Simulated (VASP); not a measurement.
HfO2:

```
Hf O
1.0
     3.53414    0.00000    0.00000
     0.00000    3.53414    0.00000
     0.00000    0.00000    5.13715
Hf O
2 4
Direct
  0.00000 0.00000 0.00000
  0.50000 0.50000 0.50000
  0.00000 0.50000 0.19721
  0.50000 0.00000 0.30279
  0.50000 0.00000 0.80279
  0.00000 0.50000 0.69721
```

Base run:

```yaml
Program: VASP 6.6.1
Functional: r2SCAN
Potentials_or_basis: VASP PAW PBE potentials, release 64 (Hf_pv, O)
Cutoff: 520 eV
k_mesh: 8 × 8 × 5
Occupations: fermi-dirac, width 0.05 eV
Spin: no spin polarisation
```

Its results: band gap on the k mesh 5.39 eV, indirect (least direct gap 5.47 eV); pressure 6.2 GPa; largest force 0.117 eV/Å.

Q: The run is repeated on the same cell with these changes: functional from r2SCAN to LDA; potentials or basis from VASP PAW PBE potentials, release 64 (Hf_pv, O) to VASP PAW LDA potentials, release 64 (Hf_pv, O). What comes out?

A: Band gap on the k mesh 4.63 eV, indirect (least direct gap 4.72 eV); pressure -2.2 GPa; largest force 0.119 eV/Å.

Caveats: spin-orbit coupling is left out, which moves the levels of the heavy elements; the PAW data sets were made with another functional, which shifts forces and pressure a little (some runs).

A k mesh can miss the band edges.
